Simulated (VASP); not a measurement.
Write the native input for VASP 6.6.1 that does the following.

```yaml
Task: single point
Functional: PBE
Potentials_or_basis: VASP PAW PBE potentials, release 64 (Si)
Cutoff: 520 eV
k_mesh: 6 × 6 × 4
Occupations: gaussian, width 0.01 eV
Spin: no spin polarisation
Dipole_correction: no
Further_INCAR_settings: ALGO = Normal; EDIFF = 1e-06; NBANDS = 16
```

The structure of Si lies in POSCAR:

```
Si
1.0
    3.8321296575      0.0000000000      0.0000000000
   -1.9160648287      3.3187216340      0.0000000000
    0.0000000000      0.0000000000      6.3412164314
Si
4
Direct
    0.3333333333      0.6666666667      0.0005609359
    0.6666666667      0.3333333333      0.5005609359
    0.3333333333      0.6666666667      0.3744390641
    0.6666666667      0.3333333333      0.8744390641
```

One way to write it, as run:

INCAR

```
SYSTEM = Si
PREC = Accurate ; ENCUT = 520
EDIFF = 1E-6 ; ISMEAR = 0
SIGMA = 0.01 ; LREAL = .FALSE.
LASPH = .TRUE. ; NELM = 60
ALGO = Normal ; ISIF = 2
LWAVE = .FALSE. ; LCHARG = .FALSE.
GGA = PE ; NBANDS = 16
```

KPOINTS

```
regular mesh
0
G
  6 6 4
  0 0 0
```

Potentials or basis: VASP PAW PBE potentials, release 64 (Si).

Launch:

```sh
$ cat potpaw_PBE.64/Si/POTCAR > POTCAR
$ mpirun -np 1 vasp_std > vasp.out
```

It gave:

```yaml
Pressure: 1.2 GPa
Largest_force: 0.012 eV/Å
Band_gap_on_the_k_mesh: 0.42 eV, indirect (least direct gap 1.04 eV)
```

Wall time 15 s on 1 thread of AMD EPYC 9R45 96-Core Processor (Zen 5), with other jobs on the host, peak memory 0.16 GiB.
